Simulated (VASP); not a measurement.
# C11O: single point with PBE+D3(BJ)

The system is C11O, a slab with vacuum.

```
CELL_PARAMETERS angstrom
3.64732 0.00000 0.00000
-1.66588 3.93102 0.00000
0.00000 0.00000 23.18096
ATOMIC_POSITIONS crystal
C 0.50018 0.33339 0.17256
C 0.49982 0.66661 0.17256
C 0.50018 0.83339 0.22572
C 0.49982 0.16661 0.22572
C 0.50002 0.33532 0.27887
C 0.49998 0.66468 0.27887
C 0.50013 0.83665 0.33226
C 0.49987 0.16335 0.33226
C 0.49976 0.35443 0.38096
C 0.50024 0.64557 0.38096
C 0.74976 0.10443 0.56861
O 0.74976 0.10443 0.51900
```

| Property | Result |
| --- | --- |
| Program | VASP 6.6.1 |
| Task | single point |
| Functional | PBE |
| Dispersion | D3(BJ) |
| Potentials or basis | VASP PAW PBE potentials, release 64 (C, O) |
| Cutoff | 520 eV |
| k mesh | 8 × 7 × 1 |
| Occupations | gaussian, width 0.05 eV |
| Spin | no spin polarisation |
| Dipole correction | yes |
| Further INCAR settings | ALGO = Normal; EDIFF = 1e-06; NBANDS = 37 |

The largest force is 6.776 eV/Å and the band gap on the k mesh is zero (bands 25 and 26 overlap by 0.73 eV). The dispersion energy per atom is -0.106 eV.

Forces in eV/Å, atoms in the order of the input:
```
C   -2.626  6.143  1.136
C    2.626 -6.143  1.136
C   -0.161  0.383 -1.175
C    0.161 -0.383 -1.175
C    0.007 -0.006  0.002
C   -0.007  0.008  0.001
C   -0.009  0.019  0.013
C    0.010 -0.022  0.017
C    0.020 -0.053  0.031
C   -0.025  0.055  0.041
C   -0.001  0.000 -0.728
O    0.005 -0.001  0.702
```

Levels at points of the mesh, in eV from the Fermi level:
| k point | band 22 | band 23 | band 24 | band 25 | band 26 | band 27 | band 28 | band 29 |
| --- | --- | --- | --- | --- | --- | --- | --- | --- |
| (0.00, 0.00, 0.00) | -1.46 | -1.38 | -1.33 | 0.62 | 0.68 | 1.27 | 1.75 | 2.24 |
| (0.50, 0.00, 0.00) | -1.75 | -1.07 | -0.76 | 0.08 | 1.12 | 1.29 | 1.93 | 2.09 |

Run time: 5.1 min on 1 thread of Intel(R) Xeon(R) 6975P-C (Granite Rapids), with other jobs on the host, peak memory 0.54 GiB.
